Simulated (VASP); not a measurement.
A run of VASP 6.6.1 is set up as follows.

The input INCAR:

```
PREC = Accurate ; ENCUT = 520
EDIFF = 1E-6 ; ISMEAR = 1
SIGMA = 1.0 ; LREAL = F
LASPH = T ; NELM = 80
ALGO = Normal ; ISIF = 2
LWAVE = F ; LCHARG = F
GGA = PE ; NBANDS = 10
```

KPOINTS

```
regular mesh
0
Gamma
  8 8 8
```

The input POSCAR:

```
Rb
1.0
   -2.8359049291      2.8359049291      2.8359049291
    2.8359049291     -2.8359049291      2.8359049291
    2.8359049291      2.8359049291     -2.8359049291
Rb
1
Direct
    0.0000000000      0.0000000000      0.0000000000
```

Potentials or basis: VASP PAW PBE potentials, release 64 (Rb_sv).

Command:

```console
$ cat potpaw_PBE.64/Rb_sv/POTCAR > POTCAR
$ mpirun -np 1 vasp_std > vasp.out
```

Task: Estimate the band gap on the k mesh.

Result: Zero (an odd number of electrons rules out a gap without spin polarisation).

Task: Predict the pressure.

Result: 0.0 GPa.

Caveat: so wide a smearing shifts energies and pressures.
